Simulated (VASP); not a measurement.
Crystal: Au.

```xyz
12
Lattice="3.3978 1.9617 5.7946 -3.3978 1.9617 5.7946 0.0000 -3.9234 5.7946" Properties=species:S:1:pos:R:3 pbc="T T T"
Au   -2.1862    1.2622    3.9055
Au    0.0000   -2.5244    3.9055
Au    2.1862    1.2622    3.9055
Au    2.1862   -1.2622   13.4783
Au   -2.1862   -1.2622   13.4783
Au    0.0000    2.5244   13.4783
Au   -1.3911    0.8032    6.2174
Au    0.0000   -1.6063    6.2174
Au    1.3911    0.8032    6.2174
Au    1.3911   -0.8032   11.1665
Au   -1.3911   -0.8032   11.1665
Au    0.0000    1.6063   11.1665
```

```yaml
Program: VASP 6.6.1
Task: relaxation of cell and atoms
Functional: PBEsol
Potentials_or_basis: VASP PAW PBE potentials, release 64 (Au)
Cutoff: 600 eV
k_mesh: 3 × 3 × 3
Occupations: gaussian, width 0.1 eV
Spin: no spin polarisation
```

At the start: pressure 54.6 GPa; volume 19.31 Å³/atom.

Q: How do energy, volume and symmetry change on relaxing?

A: Over 19 steps the energy falls by 914.9 meV/atom and the volume is 24.21 Å³/atom (+25.3 %); space group R-3m (No. 166, to 0.05 Å).

Step by step:
```
step  energy change (eV)  largest force (eV/Å)  pressure (GPa)  volume (Å³)
   1              0.0000                7.0190           54.61       231.75
   2              3.9642                0.4965           -8.69       529.73
   3             -0.9141                0.7324          -10.41       448.74
   4             -5.1932                1.3365          -10.91       389.02
   5            -10.2814                2.1469           -2.82       303.65
   6            -10.3174                2.1452            2.96       285.72
   7            -10.3925                2.1620           -0.10       294.23
   8            -10.3928                2.1613            0.35       292.88
   9            -10.7802                0.9065           -0.96       297.76
  10            -10.8406                0.6043           -0.94       296.30
  11            -10.9368                0.3417            0.19       291.84
  12            -10.9514                0.2184            0.94       289.33
  13            -10.9672                0.1101           -0.47       293.02
  14            -10.9696                0.0989           -0.12       292.02
  15            -10.9730                0.0846           -0.08       291.77
  16            -10.9744                0.1270           -0.01       291.26
  17            -10.9747                0.1060           -0.04       291.42
  18            -10.9771                0.0676            0.01       291.13
  19            -10.9788                0.0248            0.10       290.49
```

Final structure:
```cif
data_structure
_symmetry_space_group_name_H-M 'P 1'
_symmetry_Int_Tables_number 1
_cell_length_a 7.6402
_cell_length_b 7.6402
_cell_length_c 7.6402
_cell_angle_alpha 56.588
_cell_angle_beta 56.588
_cell_angle_gamma 56.588
_cell_volume 290.49
loop_
_atom_site_label
_atom_site_type_symbol
_atom_site_fract_x
_atom_site_fract_y
_atom_site_fract_z
_atom_site_occupancy
Au1 Au 0.02248 0.64168 0.02248 1
Au2 Au 0.02248 0.02248 0.64168 1
Au3 Au 0.64168 0.02248 0.02248 1
Au4 Au 0.97752 0.35832 0.97752 1
Au5 Au 0.35832 0.97752 0.97752 1
Au6 Au 0.97752 0.97752 0.35832 1
Au7 Au 0.23681 0.60665 0.23681 1
Au8 Au 0.23681 0.23681 0.60665 1
Au9 Au 0.60665 0.23681 0.23681 1
Au10 Au 0.76319 0.39335 0.76319 1
Au11 Au 0.39335 0.76319 0.76319 1
Au12 Au 0.76319 0.76319 0.39335 1
```

Caveat: the k points lie up to 0.35 Å⁻¹ apart in the final cell; the volume moved by over 15 % at a fixed basis, so the end points are rough; the PAW data sets were made with another functional, which shifts forces and pressure a little.
